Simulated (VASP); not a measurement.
# Cu12Cl in VASP: single point with PBE

Aim: the single point of Cu12Cl with PBE.

Everything below comes from runs of VASP 6.6.1. Logs are shortened: lines on timing, memory, paths and dates and some standing lists are left out, and cuts for length are marked.

## Step 1: The cell of the first run

The cell holds a slab with vacuum, 13 atoms: a = 5.132 Å, b = 5.132 Å, c = 19.622 Å, α = 90.00°, β = 90.00°, γ = 120.00°.

## Step 2: Single point, PBE

Contents of INCAR:

```
ALGO = Normal ; DIPOL = 0.5 0.5 0.325
EDIFF = 1E-6 ; ENCUT = 520
GGA = PE ; IDIPOL = 3
ISIF = 2 ; ISMEAR = 0
LASPH = T ; LCHARG = F
LDIPOL = T ; LREAL = F
LWAVE = F ; NBANDS = 82
NELM = 60 ; PREC = Accurate
SIGMA = 0.1
```

Contents of KPOINTS:

```
k-points
0
Gamma
  6 6 1
```

Contents of POSCAR:

```
Cu12Cl
1.0
    5.1319544695      0.0000000000      0.0000000000
   -2.5659772347      4.4444029416      0.0000000000
    0.0000000000      0.0000000000     19.6215699677
Cu Cl
12 1
Direct
    0.3333333333      0.1666666667      0.2038572860
    0.3333333333      0.6666666667      0.2038572860
    0.8333333333      0.1666666667      0.2038572860
    0.8333333333      0.6666666667      0.2038572860
    0.1666666667      0.3333333333      0.3088787987
    0.1666666667      0.8333333333      0.3088787987
    0.6666666667      0.3333333333      0.3088787987
    0.6666666667      0.8333333333      0.3088787987
    0.0000000000      0.0000000000      0.4139103028
    0.0000000000      0.5000000000      0.4139103028
    0.5000000000      0.0000000000      0.4139103028
    0.5000000000      0.5000000000      0.4139103028
    0.0000000000      0.0833333333      0.5226655261
```

Potentials or basis: VASP PAW PBE potentials, release 64 (Cu, Cl).

Run with:

```console
$ cat potpaw_PBE.64/Cu/POTCAR potpaw_PBE.64/Cl/POTCAR > POTCAR
$ mpirun -np 1 vasp_std > vasp.out
```

OUTCAR:

```text
EDIFF = 1E-6
   ENCUT = 520
   GGA = PE
   ISIF = 2
   ISMEAR = 0
   LASPH = T
   LREAL = F
   NELM = 60
   PREC = Accurate

 ion  position               nearest neighbor table
   1  0.333  0.167  0.204-   5 2.54   6 2.54   7 2.54   2 2.57   2 2.57   4 2.57   4 2.57   3 2.57
                             3 2.57
   2  0.333  0.667  0.204-   6 2.54   5 2.54   8 2.54   1 2.57   1 2.57   3 2.57   3 2.57   4 2.57
                             4 2.57
   3  0.833  0.167  0.204-   7 2.54   8 2.54   5 2.54   4 2.57   4 2.57   2 2.57   2 2.57   1 2.57
                             1 2.57
   4  0.833  0.667  0.204-   8 2.54   7 2.54   6 2.54   3 2.57   3 2.57   1 2.57   1 2.57   2 2.57
                             2 2.57
   5  0.167  0.333  0.309-   1 2.54   2 2.54   3 2.54   9 2.54  12 2.54  10 2.54   6 2.57   6 2.57
                             8 2.57   8 2.57   7 2.57   7 2.57
   6  0.167  0.833  0.309-   2 2.54   1 2.54   4 2.54  10 2.54  11 2.54   9 2.54   5 2.57   5 2.57
                             7 2.57   7 2.57   8 2.57   8 2.57
   7  0.667  0.333  0.309-   3 2.54   4 2.54   1 2.54  11 2.54  10 2.54  12 2.54   8 2.57   8 2.57
                             6 2.57   6 2.57   5 2.57   5 2.57
   8  0.667  0.833  0.309-   4 2.54   3 2.54   2 2.54  12 2.54   9 2.54  11 2.54   7 2.57   7 2.57
                             5 2.57   5 2.57   6 2.57   6 2.57
   9  0.000  0.000  0.414-  13 2.18   5 2.54   8 2.54   6 2.54  10 2.57  10 2.57  12 2.57  12 2.57
                            11 2.57  11 2.57
  10  0.000  0.500  0.414-   6 2.54   7 2.54   5 2.54   9 2.57   9 2.57  11 2.57  11 2.57  12 2.57
                            12 2.57
  11  0.500  0.000  0.414-   7 2.54   6 2.54   8 2.54  12 2.57  12 2.57  10 2.57  10 2.57   9 2.57
                             9 2.57
  12  0.500  0.500  0.414-   8 2.54   5 2.54   7 2.54  11 2.57  11 2.57   9 2.57   9 2.57  10 2.57
                            10 2.57
  13  0.000  0.083  0.523-   9 2.18

  LATTYP: Found a hexagonal cell.
 ALAT       =     5.1319544695
 C/A-ratio  =     3.8234107657

  Lattice vectors:

 A1 = (   5.1319544695,   0.0000000000,   0.0000000000)
 A2 = (  -2.5659772347,   4.4444029416,   0.0000000000)
 A3 = (   0.0000000000,   0.0000000000,  19.6215699677)

Analysis of symmetry for initial positions (statically):
=====================================================================
 Subroutine PRICEL returns:
 Original cell was already a primitive cell.

 Routine SETGRP: Setting up the symmetry group for a
 hexagonal supercell.

 Subroutine GETGRP returns: Found  1 space group operations
 (whereof  1 operations were pure point group operations)
 out of a pool of 24 trial point group operations.

The static configuration has the point symmetry C_1 .

Analysis of symmetry for dynamics (positions and initial velocities):
=====================================================================
 Subroutine PRICEL returns:
 Original cell was already a primitive cell.

 Routine SETGRP: Setting up the symmetry group for a
 hexagonal supercell.

 Subroutine GETGRP returns: Found  1 space group operations
 (whereof  1 operations were pure point group operations)
 out of a pool of 24 trial point group operations.

The dynamic configuration has the point symmetry C_1 .

 Subroutine INISYM returns: Found  1 space group operations
 (whereof  1 operations are pure point group operations),
 and found     1 'primitive' translations

----------------------------------------------------------------------------------------

                                     Primitive cell

  volume of cell :     447.5381

  direct lattice vectors                    reciprocal lattice vectors
     5.131954470  0.000000000  0.000000000     0.194857535  0.112501051  0.000000000
    -2.565977235  4.444402942  0.000000000     0.000000000  0.225002101  0.000000000
     0.000000000  0.000000000 19.621569968     0.000000000  0.000000000  0.050964321

  length of vectors
     5.131954470  5.131954469 19.621569968     0.225002101  0.225002101  0.050964321

  position of ions in fractional coordinates (direct lattice)
     0.333333333  0.166666667  0.203857286
     0.333333333  0.666666667  0.203857286
     0.833333333  0.166666667  0.203857286
     0.833333333  0.666666667  0.203857286
     0.166666667  0.333333333  0.308878799
     0.166666667  0.833333333  0.308878799
     0.666666667  0.333333333  0.308878799
     0.666666667  0.833333333  0.308878799
     0.000000000  0.000000000  0.413910303
     0.000000000  0.500000000  0.413910303
     0.500000000  0.000000000  0.413910303
     0.500000000  0.500000000  0.413910303
     0.000000000  0.083333333  0.522665526

  ion indices of the primitive-cell ions
   primitive index   ion index
                 1           1
                 2           2
                 3           3
                 4           4
                 5           5
                 6           6
                 7           7
                 8           8
                 9           9
                10          10
                11          11
                12          12
                13          13

----------------------------------------------------------------------------------------

 KPOINTS: k-points

Automatic generation of k-mesh.
 Grid dimensions read from file:
 generate k-points for:    6    6    1

 Generating k-lattice:

  Cartesian coordinates                     Fractional coordinates (reciprocal lattice)
     0.032476256  0.018750175  0.000000000     0.166666667  0.000000000  0.000000000
     0.000000000  0.037500350  0.000000000     0.000000000  0.166666667  0.000000000
     0.000000000  0.000000000  0.050964321     0.000000000  0.000000000  1.000000000

  Length of vectors
     0.037500350  0.037500350  0.050964321

  Shift w.r.t. Gamma in fractional coordinates (k-lattice)
     0.000000000  0.000000000  0.000000000

 Subroutine IBZKPT returns following result:
 ===========================================

 Found     20 irreducible k-points:

 Following reciprocal coordinates:
            Coordinates               Weight
  0.000000  0.000000  0.000000      1.000000
  0.166667 -0.000000  0.000000      2.000000
  0.000000  0.166667  0.000000      2.000000
 -0.166667  0.166667  0.000000      2.000000
  0.333333 -0.000000  0.000000      2.000000
  0.000000  0.333333  0.000000      2.000000
[... 12 lines left out ...]
  0.500000 -0.166667  0.000000      2.000000
  0.333333  0.333333  0.000000      2.000000
   k-points           NKPTS =     20   k-points in BZ     NKDIM =     20   number of bands    NBANDS=     82
   number of dos      NEDOS =    301   number of ions     NIONS =     13
   total plane-waves  NPLWV = 240000
   dimension x,y,z NGX =    40 NGY =   40 NGZ =  150
   dimension x,y,z NGXF=    80 NGYF=   80 NGZF=  300
   ions per type =              12   1
   NGX,Y,Z   is equivalent  to a cutoff of  12.96, 12.96, 12.71 a.u.
   NGXF,Y,Z  is equivalent  to a cutoff of  25.92, 25.92, 25.42 a.u.
 SYSTEM =  unknown system
   PREC   = accura    normal or accurate (medium, high low for compatibility)
   ISTART =      0    job   : 0-new  1-cont  2-samecut
   ICHARG =      2    charge: 1-file 2-atom 10-const
   ISPIN  =      1    spin polarized calculation?
   LNONCOLLINEAR =      F non collinear calculations
   LSORBIT =      F    spin-orbit coupling
   LASPH  =      T    aspherical Exc in radial PAW
   ENCUT  =  520.0 eV  38.22 Ry    6.18 a.u.   9.54  9.54 36.48*2*pi/ulx,y,z
   NELM   =     60;   NELMIN=  2; NELMDL= -5     # of ELM steps
   EDIFF  = 0.1E-05   stopping-criterion for ELM
   LREAL  =      F    real-space projection
   EDIFFG = 0.1E-04   stopping-criterion for IOM
   NSW    =      0    number of steps for IOM
   IBRION =     -1    ionic relax: 0-MD 1-quasi-New 2-CG
   NFREE  =      0    steps in history (QN), initial steepest desc. (CG)
   ISIF   =      2    stress and relaxation
   ISYM   =      2    0-nonsym 1-usesym 2-fastsym
   POTIM  = 0.5000    time-step for ionic-motion
   TEBEG  =    0.0;   TEEND  =   0.0 temperature during run
   PSTRESS=    0.0 pullay stress
   NELECT =     139.0000    total number of electrons
   NUPDOWN=      -1.0000    fix difference up-down
   EMIN   =  10.00;   EMAX   =-10.00  energy-range for DOS
   EFERMI =   0.00;   METHOD = LEGACY
   ISMEAR =     0;   SIGMA  =   0.10  broadening in eV -4-tet -1-fermi 0-gaus
   EFERMI_NEDOS =   21; number of points for ismear=-14 and -15
   IALGO  =     38    algorithm
   IMIX   =      4    mixing-type and parameters
     AMIX     =   0.40;   BMIX     =  1.00
     AMIX_MAG =   1.60;   BMIX_MAG =  1.00
  volume/ion in A,a.u.               =      34.43       232.32
  Fermi-wavevector in a.u.,A,eV,Ry     =   1.108672  2.095086 16.723652  1.229154
  Thomas-Fermi vector in A             =   2.245202
   LORBIT       =      0    0 simple, 1 ext, 2 COOP (PROOUT), +10 PAW based schemes
   GGA     = PE    functional components
   LHFCALC =     F    Hartree Fock is set to
   AEXX    =    0.0000 exact exchange contribution
   IVDW    =     0    specifies the selected vdW correction
   LEPSILON=     F    determine dielectric tensor
   LRPA    =     F    only Hartree local field effects (RPA)
 non-spin polarized calculation
 Gauss-broadening in eV      SIGMA  =   0.10
  energy-cutoff  :      520.00
  volume of cell :      447.54
 maximum number of plane-waves:     12109
 NGX is ok and might be reduce to    40
   NGX = 19   NGY = 19   NGZ = 73

 dipolmoment           0.000000      0.000000     -0.000014 electrons x Angstroem

 number of electron     139.0000026 magnetization

 dipolmoment           0.000000      0.000000      0.156764 electrons x Angstroem

 Free energy of the ion-electron system (eV)
  ---------------------------------------------------
  ext. energy  EPLUGINS =         0.00000000
  ---------------------------------------------------
  free energy    TOTEN  =       -44.10443665 eV

  energy without entropy =      -44.05848990  energy(sigma->0) =      -44.08146328

 E-fermi :  -0.8020     XC(G=0):  -5.4086

 val. band max:       -0.8063388969   @ k =   0.3333  -0.0000   0.0000
 cond. band min:      -0.7859995999   @ k =   0.0000   0.3333   0.0000
 fundamental gap:      0.0203392970
 Fermi energy:        -0.8020476997

 k-point     1 :       0.0000    0.0000    0.0000
  band No.  band energies     occupation
      1     -15.5581      2.00000
      2      -9.3914      2.00000
      3      -7.4215      2.00000
      4      -5.9497      2.00000
      5      -5.5785      2.00000
      6      -5.5229      2.00000
[... 73 lines left out ...]
     80       3.7130      0.00000
     81       3.8149      0.00000

 k-point     2 :       0.1667   -0.0000    0.0000
  band No.  band energies     occupation
      1     -15.5537      2.00000
      2      -9.1752      2.00000
      3      -7.2276      2.00000
      4      -5.8080      2.00000
      5      -5.7267      2.00000
      6      -5.5123      2.00000
[... 73 lines left out ...]
     80       4.0502      0.00000
     81       4.1868      0.00000
[... 1426 lines left out ...]
     80       4.9664      0.00000
     81       5.1307      0.00000

 k-point    20 :       0.3333    0.3333    0.0000
  band No.  band energies     occupation
      1     -15.5382      2.00000
      2      -7.0548      2.00000
      3      -7.0225      2.00000
      4      -7.0182      2.00000
      5      -5.7363      2.00000
      6      -5.5433      2.00000
[... 73 lines left out ...]
     80       4.1065      0.00000
     81       5.2050      0.00000
 [bands above 81 left out]

------------------------ aborting loop because EDIFF is reached ----------------------------------------

 vacuum level on the upper side and lower side of the slab       (xc-potential included)         0.381        -0.814

  FORCE on cell =-STRESS in cart. coord.  units (eV):
  Direction    XX          YY          ZZ          XY          YZ          ZX
  --------------------------------------------------------------------------------------
  -------------------------------------------------------------------------------------
  Total       -2.2805098     -2.2284258      0.6751754     -0.0742740      0.4798538     -0.2801685
  in kB       -8.1641798     -7.9777201      2.4171143     -0.2658994      1.7178669     -1.0029977
  external PRESSURE =      -4.5749285 kB  Pullay stress =       0.0000000 kB

 VOLUME and BASIS-vectors are now :
 -----------------------------------------------------------------------------
  energy-cutoff  :      520.00
  volume of cell :      447.54
      direct lattice vectors                 reciprocal lattice vectors
     5.131954470  0.000000000  0.000000000     0.194857535  0.112501051  0.000000000
    -2.565977235  4.444402942  0.000000000     0.000000000  0.225002101  0.000000000
     0.000000000  0.000000000 19.621569968     0.000000000  0.000000000  0.050964321

 POSITION                                       TOTAL-FORCE (eV/Angst)
 -----------------------------------------------------------------------------------
      1.28299      0.74073      4.00000        -0.052180      0.004483     -0.081294
     -0.00000      2.96294      4.00000         0.013288     -0.030319     -0.085275
      3.84897      0.74073      4.00000         0.052229     -0.009585     -0.047716
      2.56598      2.96294      4.00000        -0.011077      0.034257     -0.118388
      0.00000      1.48147      6.06069         0.002363     -0.007950     -0.016300
     -1.28299      3.70367      6.06069        -0.031172      0.011000      0.149980
      2.56598      1.48147      6.06069         0.005662     -0.007094      0.097093
      1.28299      3.70367      6.06069         0.020671      0.006173      0.062529
      0.00000      0.00000      8.12157         0.109942     -0.184521      0.027511
     -1.28299      2.22220      8.12157         0.010391     -0.019680      0.062938
      2.56598      0.00000      8.12157         0.004221     -0.008116     -0.018868
      1.28299      2.22220      8.12157         0.004975     -0.013404     -0.030964
     -0.21383      0.37037     10.25552        -0.129313      0.224755     -0.001248
 -----------------------------------------------------------------------------------
    total drift:                                0.000010     -0.000023     -0.008647

  FREE ENERGIE OF THE ION-ELECTRON SYSTEM (eV)
  ---------------------------------------------------
  free  energy   TOTEN  =       -44.1044366548 eV

  energy  without entropy=      -44.0584899031  energy(sigma->0) =      -44.08146328

 vacuum level on the upper side and lower side of the slab         5.015         3.788
```

It took 31 min on 1 thread of Intel Xeon Platinum 8488C (Sapphire Rapids), shared host; peak memory 0.86 GiB.

What came out:

```
Free energy            : -44.1044 eV
Largest force          : 0.259 eV/Å
Band gap on the k mesh : zero (an odd number of electrons rules out a gap without spin polarisation)
```

Forces in eV/Å, atoms in the order of the input:
```
Cu  -0.052  0.004 -0.081
Cu   0.013 -0.030 -0.085
Cu   0.052 -0.010 -0.048
Cu  -0.011  0.034 -0.118
Cu   0.002 -0.008 -0.016
Cu  -0.031  0.011  0.150
Cu   0.006 -0.007  0.097
Cu   0.021  0.006  0.063
Cu   0.110 -0.185  0.028
Cu   0.010 -0.020  0.063
Cu   0.004 -0.008 -0.019
Cu   0.005 -0.013 -0.031
Cl  -0.129  0.225 -0.001
```

The gap in the log of VASP goes by the Fermi energy; the results here count the filled bands.